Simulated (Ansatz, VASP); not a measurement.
# ScCoC in VASP and in Ansatz

The input INCAR:

```
PREC = Accurate ; ENCUT = 520
EDIFF = 1E-6 ; ISMEAR = 0
SIGMA = 0.1 ; LREAL = F
LASPH = T ; NELM = 150
ALGO = Normal ; ISIF = 2
LWAVE = F ; LCHARG = F
ISPIN = 2 ; MAGMOM = 0 0 -0.31 -0.31 0 0
LORBIT = 11 ; LMAXMIX = 4
GGA = PS ; NBANDS = 37
```

The input KPOINTS:

```
regular mesh
0
Gamma
  6 6 4
```

File POSCAR:

```
ScCoC
1.0
    3.4261184261      0.0000000000      0.0000000000
    0.0000000000      3.4261184261      0.0000000000
    0.0000000000      0.0000000000      6.6674110763
Sc Co C
2 2 2
Direct
    0.0000000000      0.0000000000      0.7500000000
    0.0000000000      0.0000000000      0.2500000000
    0.5000000000      0.5000000000      0.0000000000
    0.5000000000      0.5000000000      0.5000000000
    0.5000000000      0.0000000000      0.5000000000
    0.0000000000      0.5000000000      0.0000000000
```

Input for Ansatz:

```yaml
crystal:
  lattice:
    - [3.4261184261, 0.0, 0.0]
    - [0.0, 3.4261184261, 0.0]
    - [0.0, 0.0, 6.6674110763]
  atoms:
    - { symbol: Sc, position: [0.0, 0.0, 0.75] }
    - { symbol: Sc, position: [0.0, 0.0, 0.25] }
    - { symbol: Co, position: [0.5, 0.5, 0.0], spin: -0.31 }
    - { symbol: Co, position: [0.5, 0.5, 0.5], spin: -0.31 }
    - { symbol: C, position: [0.5, 0.0, 0.5] }
    - { symbol: C, position: [0.0, 0.5, 0.0] }
basis:
  ecutwfc: 420
kpoints:
  mp_grid: { grid: [6, 6, 4] }
hamiltonian:
  xc: pbesol
scf:
  occupations: { method: gaussian, width: 0.1 }
  lower_state_search: "off"
output:
  forces: true
  stress: true
  eigenvalues: true
  populations: true
magnetization:
  spin_polarized: true
```

Alike in both runs: task single point; functional PBEsol; k mesh 6 × 6 × 4; occupations gaussian, width 0.1 eV; collinear spin.

|  | VASP | Ansatz |
| --- | --- | --- |
| version | VASP 6.6.1 | Ansatz 0.2.0 |
| potentials or method | VASP PAW PBE potentials, release 64 (Sc_sv, Co, C), cutoff 520 eV | scalar-relativistic, plane waves, PAW |
| valence electrons in the cell | 48 | 64 |

|  | VASP | Ansatz | Ansatz less VASP |
| --- | --- | --- | --- |
| gap on the k mesh at the Fermi level (eV) | none | none | - |
| pressure (GPa) | 0.0 | -0.3 | -0.35 |
| traceless stress, the component that is largest in VASP (GPa) | -14.83 | -14.85 | -0.014 |
| net moment per atom (μB) | 0.07 | 0.07 | +0.002 |
| size of the moment on the site where the two differ most (μB) | 0.23 | 0.21 | -0.026 |

VASP's potentials were made for PBE, not for PBEsol. Site moments also hang on the region over which each program counts them. A gap of «none» marks a metal or a gap that the smearing closes. VASP's potentials hold 48 valence electrons a cell and Ansatz's 64, so a difference there can come from the potentials and not from the codes.
